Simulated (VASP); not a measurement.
# GeS (Pnma) in VASP: single point with PBE

Aim: the single point of GeS with PBE.

Program: VASP 6.6.1. These are calculated values, not measurements. Logs are shortened: lines on timing, memory, paths and dates and some standing lists are left out, and cuts for length are marked.

### 1 The cell of the first run

Symmetry: Pnma, No. 62, orthorhombic system. The conventional cell has a = 10.470 Å, b = 3.641 Å, c = 4.297 Å, α = 90.00°, β = 90.00°, γ = 90.00°. Ge (site symmetry m) has 6 S at 2.45 to 3.26 Å and 2 Ge at 3.31 Å within 3.4 Å. Within 3.3 Å of S (site symmetry m) lie 6 Ge at 2.45 to 3.26 Å.

### 2 Single point, PBE

Input file INCAR:

```
PREC     = Accurate       # precision mode
ENCUT    = 500            # plane-wave cutoff, eV
EDIFF    = 1E-6           # SCF threshold, eV
ISMEAR   = -1             # smearing method
SIGMA    = 0.02           # smearing width, eV
LREAL    = False          # projectors in reciprocal space
LASPH    = True           # aspherical terms in the spheres
NELM     = 120            # most SCF steps
ALGO     = Normal         # electronic algorithm
ISIF     = 2              # what is computed and relaxed
LWAVE    = False          # write WAVECAR
LCHARG   = False          # write CHGCAR
GGA      = PE             # functional
NBANDS   = 50             # bands
GGA_COMPAT= False
```

Input file KPOINTS:

```
regular mesh
0
Gamma
  5 12 10
```

Input file POSCAR:

```
GeS
1.0
   10.4700000000      0.0000000000      0.0000000000
    0.0000000000      3.6410000000      0.0000000000
    0.0000000000      0.0000000000      4.2970000000
Ge S
4 4
Direct
    0.6209137674      0.2500000000      0.3719700080
    0.8790862326      0.7500000000      0.8719700080
    0.1209137674      0.2500000000      0.1280299920
    0.3790862326      0.7500000000      0.6280299920
    0.8505546875      0.2500000000      0.4973846626
    0.6494453125      0.7500000000     -0.0026153374
    0.3505546875      0.2500000000      1.0026153374
    0.1494453125      0.7500000000      0.5026153374
```

Potentials or basis: VASP PAW PBE potentials, release 64 (Ge_d, S).

Launch:

```console
> cat potpaw_PBE.64/Ge_d/POTCAR potpaw_PBE.64/S/POTCAR > POTCAR
> mpirun -np 1 vasp_std > vasp.out
```

OUTCAR:

```text
PREC = Accurate
   ENCUT = 500
   EDIFF = 1E-6
   ISMEAR = -1
   LREAL = False
   LASPH = True
   NELM = 120
   ISIF = 2
   GGA = PE

 ion  position               nearest neighbor table
   1  0.621  0.250  0.372-   6 2.45   6 2.45   5 2.46
   2  0.879  0.750  0.872-   5 2.45   5 2.45   6 2.46
   3  0.121  0.250  0.128-   8 2.45   8 2.45   7 2.46
   4  0.379  0.750  0.628-   7 2.45   7 2.45   8 2.46
   5  0.851  0.250  0.497-   2 2.45   2 2.45   1 2.46
   6  0.649  0.750  0.997-   1 2.45   1 2.45   2 2.46
   7  0.351  0.250  0.003-   4 2.45   4 2.45   3 2.46
   8  0.149  0.750  0.503-   3 2.45   3 2.45   4 2.46

  LATTYP: Found a simple orthorhombic cell.
 ALAT       =     3.6410000000
 B/A-ratio  =     1.1801702829
 C/A-ratio  =     2.8755836309

  Lattice vectors:

 A1 = (   0.0000000000,   3.6410000000,   0.0000000000)
 A2 = (   0.0000000000,   0.0000000000,   4.2970000000)
 A3 = (  10.4700000000,   0.0000000000,   0.0000000000)

Analysis of symmetry for initial positions (statically):
=====================================================================
 Subroutine PRICEL returns:
 Original cell was already a primitive cell.

 Routine SETGRP: Setting up the symmetry group for a
 simple orthorhombic supercell.

 Subroutine GETGRP returns: Found  8 space group operations
 (whereof  2 operations were pure point group operations)
 out of a pool of  8 trial point group operations.

The static configuration has the point symmetry S_2 .
 The point group associated with its full space group is D_2h.

Analysis of symmetry for dynamics (positions and initial velocities):
=====================================================================
 Subroutine PRICEL returns:
 Original cell was already a primitive cell.

 Routine SETGRP: Setting up the symmetry group for a
 simple orthorhombic supercell.

 Subroutine GETGRP returns: Found  8 space group operations
 (whereof  2 operations were pure point group operations)
 out of a pool of  8 trial point group operations.

The dynamic configuration has the point symmetry S_2 .
 The point group associated with its full space group is D_2h.

 Subroutine INISYM returns: Found  8 space group operations
 (whereof  2 operations are pure point group operations),
 and found     1 'primitive' translations

----------------------------------------------------------------------------------------

                                     Primitive cell
[... 108 lines left out ...]
   NFREE  =      0    steps in history (QN), initial steepest desc. (CG)
   ISIF   =      2    stress and relaxation
   ISYM   =      2    0-nonsym 1-usesym 2-fastsym
   POTIM  = 0.5000    time-step for ionic-motion
   TEBEG  =    0.0;   TEEND  =   0.0 temperature during run
   PSTRESS=    0.0 pullay stress
   NELECT =      80.0000    total number of electrons
   NUPDOWN=      -1.0000    fix difference up-down
   EMIN   =  10.00;   EMAX   =-10.00  energy-range for DOS
   EFERMI =   0.00;   METHOD = LEGACY
   ISMEAR =    -1;   SIGMA  =   0.02  broadening in eV -4-tet -1-fermi 0-gaus
   EFERMI_NEDOS =   21; number of points for ismear=-14 and -15
   IALGO  =     38    algorithm
   IMIX   =      4    mixing-type and parameters
     AMIX     =   0.40;   BMIX     =  1.00
     AMIX_MAG =   1.60;   BMIX_MAG =  1.00
  volume/ion in A,a.u.               =      20.48       138.18
  Fermi-wavevector in a.u.,A,eV,Ry     =   1.289221  2.436274 22.614106  1.662090
  Thomas-Fermi vector in A             =   2.421127
   LORBIT       =      0    0 simple, 1 ext, 2 COOP (PROOUT), +10 PAW based schemes
   GGA     = PE    functional components
   LHFCALC =     F    Hartree Fock is set to
   AEXX    =    0.0000 exact exchange contribution
   IVDW    =     0    specifies the selected vdW correction
   LEPSILON=     F    determine dielectric tensor
   LRPA    =     F    only Hartree local field effects (RPA)
 non-spin polarized calculation
  energy-cutoff  :      500.00
  volume of cell :      163.81
 maximum number of plane-waves:      4187
 NGX is ok and might be reduce to    80
   NGX = 39   NGY = 13   NGZ = 15

 number of electron      80.0000010 magnetization

 Free energy of the ion-electron system (eV)
  ---------------------------------------------------
  ext. energy  EPLUGINS =         0.00000000
  ---------------------------------------------------
  free energy    TOTEN  =       -36.58869171 eV

  energy without entropy =      -36.58869171  energy(sigma->0) =      -36.58869171

 E-fermi :   5.4646     XC(G=0): -10.1401

 val. band max:        5.0414019269   @ k =   0.0000   0.0000   0.3000
 cond. band min:       6.0864638928   @ k =   0.0000   0.0000   0.0000
 fundamental gap:      1.0450619659
 Fermi energy:         5.4645570622

 k-point     1 :       0.0000    0.0000    0.0000
  band No.  band energies     occupation
      1     -19.4032      2.00000
      2     -19.3993      2.00000
      3     -19.3958      2.00000
      4     -19.3931      2.00000
      5     -19.3914      2.00000
      6     -19.3896      2.00000
[... 1261 lines left out ...]
     49      10.3528      0.00000
     50      10.6110      0.00000

 [... further k-points ...]

------------------------ aborting loop because EDIFF is reached ----------------------------------------

  FORCE on cell =-STRESS in cart. coord.  units (eV):
  Direction    XX          YY          ZZ          XY          YZ          ZX
  --------------------------------------------------------------------------------------
  -------------------------------------------------------------------------------------
  Total        1.5384369      2.2426764      1.7598695      0.0000000      0.0000000      0.0000000
  in kB       15.0472642     21.9353455     17.2130697      0.0000000      0.0000000      0.0000000
  external PRESSURE =      18.0652265 kB  Pullay stress =       0.0000000 kB

 VOLUME and BASIS-vectors are now :
 -----------------------------------------------------------------------------
  energy-cutoff  :      500.00
  volume of cell :      163.81
      direct lattice vectors                 reciprocal lattice vectors
    10.470000000  0.000000000  0.000000000     0.095510984  0.000000000  0.000000000
     0.000000000  3.641000000  0.000000000     0.000000000  0.274649821  0.000000000
     0.000000000  0.000000000  4.297000000     0.000000000  0.000000000  0.232720503

 POSITION                                       TOTAL-FORCE (eV/Angst)
 -----------------------------------------------------------------------------------
      6.50097      0.91025      1.59836         0.001121      0.000000      0.011405
      9.20403      2.73075      3.74686        -0.001121      0.000000      0.011405
      1.26597      0.91025      0.55014         0.001121      0.000000     -0.011405
      3.96903      2.73075      2.69864        -0.001121      0.000000     -0.011405
      8.90531      0.91025      2.13726        -0.008926     -0.000000     -0.013933
      6.79969      2.73075      4.28576         0.008926      0.000000     -0.013933
      3.67031      0.91025      0.01124        -0.008926     -0.000000      0.013933
      1.56469      2.73075      2.15974         0.008926     -0.000000      0.013933
 -----------------------------------------------------------------------------------
    total drift:                                0.000000      0.000000      0.000000

  FREE ENERGIE OF THE ION-ELECTRON SYSTEM (eV)
  ---------------------------------------------------
  free  energy   TOTEN  =       -36.5886917115 eV

  energy  without entropy=      -36.5886917115  energy(sigma->0) =      -36.58869171
```

OSZICAR:

```text
N       E                     dE             d eps       ncg     rms          rms(c)
DAV:   1     0.920199954231E+03    0.92020E+03   -0.35218E+04 15958   0.351E+03
DAV:   2     0.150562208122E+03   -0.76964E+03   -0.73436E+03 12608   0.949E+02
DAV:   3    -0.215191423341E+02   -0.17208E+03   -0.16338E+03 14336   0.229E+02
DAV:   4    -0.368169079448E+02   -0.15298E+02   -0.14997E+02 15454   0.736E+01
DAV:   5    -0.373466074651E+02   -0.52970E+00   -0.52726E+00 14800   0.141E+01    0.131E+01
DAV:   6    -0.365969319296E+02    0.74968E+00   -0.14935E+00 18052   0.659E+00    0.854E+00
DAV:   7    -0.365986482243E+02   -0.17163E-02   -0.65516E-01 16372   0.291E+00    0.195E+00
DAV:   8    -0.365881078309E+02    0.10540E-01   -0.75932E-02 17282   0.194E+00    0.414E-01
DAV:   9    -0.365885344796E+02   -0.42665E-03   -0.10275E-02 15308   0.632E-01    0.151E-01
DAV:  10    -0.365886350386E+02   -0.10056E-03   -0.83008E-04 15036   0.145E-01    0.689E-02
DAV:  11    -0.365886921857E+02   -0.57147E-04   -0.91219E-05 17074   0.580E-02    0.253E-02
DAV:  12    -0.365886898933E+02    0.22924E-05   -0.26260E-05 13902   0.237E-02    0.993E-03
DAV:  13    -0.365886918129E+02   -0.19196E-05   -0.75972E-06 13028   0.191E-02    0.496E-03
DAV:  14    -0.365886917115E+02    0.10149E-06   -0.91679E-07  8430   0.769E-03
   1 F= -.36588692E+02 E0= -.36588692E+02  d E =-.212916E-11
```

stdout:

```text
POSCAR found type information on POSCAR GeS
 POSCAR found :  2 types and       8 ions
 scaLAPACK will be used
 LDA part: xc-table for (Slater+PW92), standard interpolation
 POSCAR, INCAR and KPOINTS ok, starting setup
 FFT: planning ... GRIDC
 FFT: planning ... GRID_SOFT
 FFT: planning ... GRID
 WAVECAR not read
 entering main loop
```

Wall time 14 min (1 thread of Oxide Virtual Turin-like, shared host); peak memory 0.71 GiB.

What came out:

* Free energy: -36.5887 eV
* Pressure: 1.8 GPa
* Largest force: 0.017 eV/Å
* Band gap on the k mesh: 1.05 eV (least direct gap 1.12 eV)

Forces in eV/Å, atoms in the order of the input:
```
Ge   0.001  0.000  0.011
Ge  -0.001  0.000  0.011
Ge   0.001  0.000 -0.011
Ge  -0.001  0.000 -0.011
S   -0.009  0.000 -0.014
S    0.009  0.000 -0.014
S   -0.009  0.000  0.014
S    0.009  0.000  0.014
```

A k mesh can miss the band edges.
